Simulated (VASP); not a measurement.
Here is a VASP 6.6.1 calculation.

Contents of INCAR:

```
PREC = Accurate
ENCUT = 520
EDIFF = 1E-6
ISMEAR = -1
SIGMA = 0.1
LREAL = F
LASPH = T
NELM = 100
ALGO = Normal
ISIF = 2
LWAVE = F
LCHARG = F
GGA = PS
NBANDS = 20
```

File KPOINTS:

```
Automatic mesh
0
Gamma
  5 5 7
```

POSCAR

```
Cs
1.0
    8.8162540622      0.0000000000      0.0000000000
   -4.4081270311      7.6350999840      0.0000000000
    0.0000000000      0.0000000000      5.2476817167
Cs
3
Direct
    0.0000000000      0.0000000000      0.0000000000
    0.3333333333      0.6666666667      0.5000000000
    0.6666666667      0.3333333333      0.5000000000
```

Potentials or basis: VASP PAW PBE potentials, release 64 (Cs_sv).

Command:

```bash
$ cat potpaw_PBE.64/Cs_sv/POTCAR > POTCAR
$ mpirun -np 1 vasp_std > vasp.out
```

Task: Predict the band gap on the k mesh.

Result: Zero (an odd number of electrons rules out a gap without spin polarisation).

Task: What does it give for the pressure?

Result: -0.1 GPa.

Caveat: the PAW data sets were made with another functional, which shifts forces and pressure a little; spin-orbit coupling is left out, which moves the levels of the heavy elements.
